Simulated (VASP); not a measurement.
Wanted: the native input for a VASP 6.6.1 run.

```yaml
Task: single point
Functional: LDA
Potentials_or_basis: VASP PAW LDA potentials, release 64 (Sn_d, O)
Cutoff: 520 eV
k_mesh: 6 × 6 × 6
Occupations: gaussian, width 0.1 eV
Spin: no spin polarisation
Dipole_correction: no
Further_INCAR_settings: ALGO = Normal; EDIFF = 1e-06; NBANDS = 20
```

The structure of SnO2 lies in POSCAR:

```
SnO2
1.0
    1.6170930752      0.9336291223      4.8005925840
   -1.6170930752      0.9336291223      4.8005925840
    0.0000000000     -1.8672582446      4.8005925840
Sn O
1 2
Direct
    0.5000000000      0.5000000000      0.5000000000
    0.2371700000      0.2371700000      0.2371700000
    0.7628300000      0.7628300000      0.7628300000
```

One way to write it, as run:

INCAR

```
SYSTEM = SnO2
ALGO = Normal
EDIFF = 1E-6
ENCUT = 520
GGA = CA
ISIF = 2
ISMEAR = 0
LASPH = .True.
LCHARG = .False.
LREAL = .False.
LWAVE = .False.
NBANDS = 20
NELM = 60
PREC = Accurate
SIGMA = 0.1
```

KPOINTS

```
k-points
0
Gamma
  6 6 6
  0 0 0
```

Potentials or basis: VASP PAW LDA potentials, release 64 (Sn_d, O).

Run with:

```console
$ cat potpaw_LDA.64/Sn_d/POTCAR potpaw_LDA.64/O/POTCAR > POTCAR
$ mpirun -np 1 vasp_std > vasp.out
```

Results of the run:

```
Pressure               : -8.5 GPa
Largest force          : 0.618 eV/Å
Band gap on the k mesh : 1.77 eV (least direct gap 1.90 eV)
```

Caveat: the cell stands under tension; spin-orbit coupling is left out, which moves the levels of the heavy elements.

Run time: 100 s on 1 thread of Intel Xeon 8259CL, with other jobs on the host, peak memory 0.2 GiB.
